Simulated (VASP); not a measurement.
# P (Cmce) in VASP: a series of runs, part 2 of 3

VASP 6.6.1. Earlier steps stand in the parts before.

## Step 3: Single point, PBE+D3(BJ) (uniaxial strain along a: +6.0 %, then relaxed in part)

Contents of INCAR:

```
PREC = Accurate
ENCUT = 520
EDIFF = 1E-6
ISMEAR = 0
SIGMA = 0.1
LREAL = F
LASPH = T
NELM = 80
ALGO = Normal
ISIF = 2
LWAVE = F
LCHARG = F
GGA = PE
IVDW = 12
NBANDS = 30
```

Contents of KPOINTS:

```
regular mesh
0
Gamma
  10 4 8
```

Contents of POSCAR:

```
P
1.0
    3.5218757448      0.0000000000      0.0000000000
    0.0000000000      9.9957269241      0.0000000000
    0.0000000000      0.0000000000      3.8759139246
P
8
Direct
    0.0000000000      0.8908965654      0.9364271040
    0.5000000000      0.8908965654      0.5635728960
    0.5000000000      0.6091034346      0.0635728960
    0.0000000000      0.6091034346      0.4364271040
    0.5000000000      0.3908965654      0.9364271040
    0.0000000000      0.3908965654      0.5635728960
    0.0000000000      0.1091034346      0.0635728960
    0.5000000000      0.1091034346      0.4364271040
```

Potentials or basis: VASP PAW PBE potentials, release 64 (P).

Run with:

```bash
> cat potpaw_PBE.64/P/POTCAR > POTCAR
> mpirun -np 1 vasp_std > vasp.out
```

OUTCAR:

```text
PREC = Accurate
   ENCUT = 520
   EDIFF = 1E-6
   ISMEAR = 0
   LREAL = F
   LASPH = T
   NELM = 80
   ISIF = 2
   GGA = PE
   IVDW = 12
 IVDW          = 12

 ion  position               nearest neighbor table
   1  0.000  0.891  0.936-   7 2.24   2 2.28   2 2.28
   2  0.500  0.891  0.564-   8 2.24   1 2.28   1 2.28
   3  0.500  0.609  0.064-   5 2.24   4 2.28   4 2.28
   4  0.000  0.609  0.436-   6 2.24   3 2.28   3 2.28
   5  0.500  0.391  0.936-   3 2.24   6 2.28   6 2.28
   6  0.000  0.391  0.564-   4 2.24   5 2.28   5 2.28
   7  0.000  0.109  0.064-   1 2.24   8 2.28   8 2.28
   8  0.500  0.109  0.436-   2 2.24   7 2.28   7 2.28

  LATTYP: Found a simple orthorhombic cell.
 ALAT       =     3.5218757448
 B/A-ratio  =     1.1005254601
 C/A-ratio  =     2.8381827323

  Lattice vectors:

 A1 = (  -3.5218757448,   0.0000000000,   0.0000000000)
 A2 = (   0.0000000000,   0.0000000000,   3.8759139246)
 A3 = (   0.0000000000,   9.9957269241,   0.0000000000)

Analysis of symmetry for initial positions (statically):
=====================================================================
 Subroutine PRICEL returns following result:

  LATTYP: Found a base centered orthorhombic cell.
 ALAT       =     3.5218757448
 B/A-ratio  =     2.8381827323
 C/A-ratio  =     1.1005254601

  Lattice vectors:

 A1 = (  -1.7609378724,   4.9978634621,   0.0000000000)
 A2 = (  -1.7609378724,  -4.9978634620,   0.0000000000)
 A3 = (   0.0000000000,   0.0000000000,   3.8759139246)

   2 primitive cells build up your supercell.

 Routine SETGRP: Setting up the symmetry group for a
 simple orthorhombic supercell.

 Subroutine GETGRP returns: Found  8 space group operations
 (whereof  4 operations were pure point group operations)
 out of a pool of  8 trial point group operations.

The static configuration has the point symmetry C_2h.
 The point group associated with its full space group is D_2h.

Analysis of symmetry for dynamics (positions and initial velocities):
=====================================================================
 Subroutine PRICEL returns following result:

  LATTYP: Found a base centered orthorhombic cell.
 ALAT       =     3.5218757448
 B/A-ratio  =     2.8381827323
 C/A-ratio  =     1.1005254601

  Lattice vectors:

 A1 = (  -1.7609378724,   4.9978634621,   0.0000000000)
 A2 = (  -1.7609378724,  -4.9978634620,   0.0000000000)
 A3 = (   0.0000000000,   0.0000000000,   3.8759139246)

   2 primitive cells build up your supercell.

 Routine SETGRP: Setting up the symmetry group for a
 simple orthorhombic supercell.

 Subroutine GETGRP returns: Found  8 space group operations
 (whereof  4 operations were pure point group operations)
 out of a pool of  8 trial point group operations.

The dynamic configuration has the point symmetry C_2h.
 The point group associated with its full space group is D_2h.

 Subroutine INISYM returns: Found  8 space group operations
 (whereof  4 operations are pure point group operations),
 and found     2 'primitive' translations

[... 46 lines left out ...]
     0.000000000  0.000000000  0.000000000

 Subroutine IBZKPT returns following result:
 ===========================================

 Found     90 irreducible k-points:

 Following reciprocal coordinates:
            Coordinates               Weight
  0.000000  0.000000  0.000000      1.000000
  0.100000  0.000000  0.000000      2.000000
  0.200000  0.000000  0.000000      2.000000
  0.300000  0.000000  0.000000      2.000000
  0.400000  0.000000  0.000000      2.000000
  0.500000  0.000000  0.000000      1.000000
[... 16 lines left out ...]
  0.400000  0.000000  0.125000      4.000000
  0.500000  0.000000  0.125000      2.000000
 [... further k-points ...]
   k-points           NKPTS =     90   k-points in BZ     NKDIM =     90   number of bands    NBANDS=     30
   number of dos      NEDOS =    301   number of ions     NIONS =      8
   total plane-waves  NPLWV =  67200
   dimension x,y,z NGX =    28 NGY =   80 NGZ =   30
   dimension x,y,z NGXF=    56 NGYF=  160 NGZF=   60
   ions per type =               8
   NGX,Y,Z   is equivalent  to a cutoff of  13.22, 13.31, 12.87 a.u.
   NGXF,Y,Z  is equivalent  to a cutoff of  26.43, 26.61, 25.74 a.u.
 SYSTEM =  unknown system
   PREC   = accura    normal or accurate (medium, high low for compatibility)
   ISTART =      0    job   : 0-new  1-cont  2-samecut
   ICHARG =      2    charge: 1-file 2-atom 10-const
   ISPIN  =      1    spin polarized calculation?
   LNONCOLLINEAR =      F non collinear calculations
   LSORBIT =      F    spin-orbit coupling
   LASPH  =      T    aspherical Exc in radial PAW
   ENCUT  =  520.0 eV  38.22 Ry    6.18 a.u.   6.55 18.59  7.21*2*pi/ulx,y,z
   NELM   =     80;   NELMIN=  2; NELMDL= -5     # of ELM steps
   EDIFF  = 0.1E-05   stopping-criterion for ELM
   LREAL  =      F    real-space projection
[... 7 lines left out ...]
   TEBEG  =    0.0;   TEEND  =   0.0 temperature during run
   PSTRESS=    0.0 pullay stress
   NELECT =      40.0000    total number of electrons
   NUPDOWN=      -1.0000    fix difference up-down
   EMIN   =  10.00;   EMAX   =-10.00  energy-range for DOS
   EFERMI =   0.00;   METHOD = LEGACY
   ISMEAR =     0;   SIGMA  =   0.10  broadening in eV -4-tet -1-fermi 0-gaus
   EFERMI_NEDOS =   21; number of points for ismear=-14 and -15
   IALGO  =     38    algorithm
   IMIX   =      4    mixing-type and parameters
     AMIX     =   0.40;   BMIX     =  1.00
     AMIX_MAG =   1.60;   BMIX_MAG =  1.00
  volume/ion in A,a.u.               =      17.06       115.10
  Fermi-wavevector in a.u.,A,eV,Ry     =   1.087529  2.055131 16.091859  1.182718
  Thomas-Fermi vector in A             =   2.223690
   LORBIT       =      0    0 simple, 1 ext, 2 COOP (PROOUT), +10 PAW based schemes
   GGA     = PE    functional components
   LHFCALC =     F    Hartree Fock is set to
   AEXX    =    0.0000 exact exchange contribution
   IVDW    =    12    specifies the selected vdW correction
   LEPSILON=     F    determine dielectric tensor
   LRPA    =     F    only Hartree local field effects (RPA)
 non-spin polarized calculation
 Gauss-broadening in eV      SIGMA  =   0.10
  energy-cutoff  :      520.00
  volume of cell :      136.45
 maximum number of plane-waves:      3716
 NGX is ok and might be reduce to    28
   NGX = 13   NGY = 37   NGZ = 15

 number of electron      40.0000000 magnetization

 Free energy of the ion-electron system (eV)
  ---------------------------------------------------
  ext. energy  EPLUGINS =         0.00000000
  ---------------------------------------------------
  free energy    TOTEN  =       -42.47037437 eV

  energy without entropy =      -42.46787705  energy(sigma->0) =      -42.46912571

 E-fermi :   7.6552     XC(G=0): -10.4780

 val. band max:        7.6482133109   @ k =   0.1000   0.0000   0.1250
 cond. band min:       7.7054535690   @ k =   0.0000   0.0000   0.2500
 fundamental gap:      0.0572402581
 Fermi energy:         7.6552412754

 k-point     1 :       0.0000    0.0000    0.0000
  band No.  band energies     occupation
      1      -8.1880      2.00000
      2      -7.7315      2.00000
      3      -5.6167      2.00000
      4      -4.3449      2.00000
      5      -0.9641      2.00000
      6      -0.8610      2.00000
[... 781 lines left out ...]
     29      11.3605      0.00000
     30      11.3606      0.00000

 [... further k-points ...]

------------------------ aborting loop because EDIFF is reached ----------------------------------------

 Edisp (eV)   -3.30094

 E8    (eV) :    -1.2503

  FORCE on cell =-STRESS in cart. coord.  units (eV):
  Direction    XX          YY          ZZ          XY          YZ          ZX
  --------------------------------------------------------------------------------------
  -------------------------------------------------------------------------------------
  Total      -4.98141    -0.34521    -0.15680     0.00000     0.00000     0.00000
  in kB     -58.49250    -4.05350    -1.84122     0.00000     0.00000     0.00000
  external pressure =      -21.46 kB  Pullay stress =        0.00 kB

 VOLUME and BASIS-vectors are now :
 -----------------------------------------------------------------------------
  energy-cutoff  :      520.00
  volume of cell :      136.45
      direct lattice vectors                 reciprocal lattice vectors
     3.521875745  0.000000000  0.000000000     0.283939603  0.000000000  0.000000000
     0.000000000  9.995726924  0.000000000     0.000000000  0.100042749  0.000000000
     0.000000000  0.000000000  3.875913925     0.000000000  0.000000000  0.258003666

 POSITION                                       TOTAL-FORCE (eV/Angst)
 -----------------------------------------------------------------------------------
      0.00000      8.90516      3.62951         0.000000      0.045912     -0.031749
      1.76094      8.90516      2.18436        -0.000000      0.045912      0.031749
      1.76094      6.08843      0.24640        -0.000000     -0.045912      0.031749
      0.00000      6.08843      1.69155        -0.000000     -0.045912     -0.031749
      1.76094      3.90730      3.62951        -0.000000      0.045912     -0.031749
      0.00000      3.90730      2.18436        -0.000000      0.045912      0.031749
      0.00000      1.09057      0.24640        -0.000000     -0.045912      0.031749
      1.76094      1.09057      1.69155        -0.000000     -0.045912     -0.031749
 -----------------------------------------------------------------------------------
    total drift:                               -0.000000      0.000000     -0.000000

  FREE ENERGIE OF THE ION-ELECTRON SYSTEM (eV)
  ---------------------------------------------------
  free  energy   TOTEN  =       -45.7713120191 eV

  energy  without entropy=      -45.7688147066  energy(sigma->0) =      -45.77006336
```

Run time: 2.7 min. Hardware: 1 thread of Intel Xeon 6975P-C (Granite Rapids), shared host; peak memory 0.4 GiB.

Results:

```
Free energy                : -45.7713 eV
Pressure                   : -2.1 GPa
Largest force              : 0.056 eV/Å
Band gap on the k mesh     : zero (bands 20 and 21 overlap by 0.28 eV)
Dispersion energy per atom : -0.413 eV
```

Forces on the atoms (eV/Å):
```
P    0.000  0.046 -0.032
P    0.000  0.046  0.032
P    0.000 -0.046  0.032
P    0.000 -0.046 -0.032
P    0.000  0.046 -0.032
P    0.000  0.046  0.032
P    0.000 -0.046  0.032
P    0.000 -0.046 -0.032
```

Levels at points of the mesh, in eV from the Fermi level:
| k point | band 18 | band 19 | band 20 | band 21 | band 22 | band 23 |
| --- | --- | --- | --- | --- | --- | --- |
| (0.00, 0.00, 0.00) | -1.68 | -0.94 | -0.32 | -0.18 | 0.90 | 1.05 |
| (0.50, 0.00, 0.00) | -2.36 | -1.65 | -1.65 | 0.93 | 0.93 | 1.02 |
| (0.00, 0.50, 0.00) | -2.55 | -0.31 | -0.31 | 0.46 | 0.46 | 1.75 |
| (0.50, 0.50, 0.00) | -2.30 | -2.30 | -2.30 | 0.97 | 0.97 | 0.97 |
| (0.00, 0.00, 0.50) | -1.26 | -0.89 | -0.89 | 0.91 | 0.91 | 1.30 |
| (0.50, 0.00, 0.50) | -2.63 | -2.63 | -2.63 | 2.79 | 2.79 | 2.79 |
| (0.00, 0.50, 0.50) | -1.12 | -1.12 | -1.12 | 1.34 | 1.34 | 1.34 |
| (0.50, 0.50, 0.50) | -2.10 | -2.10 | -2.10 | 1.75 | 1.75 | 1.75 |

Caveat: the cell differs from its parent crystal (uniaxial strain along a: +6.0 %, then relaxed in part); the stress differs along the axes, from -6 to -0 GPa.

(Part 2 of 3 ends here.)

The gap in the log of VASP goes by the Fermi energy; the results here count the filled bands.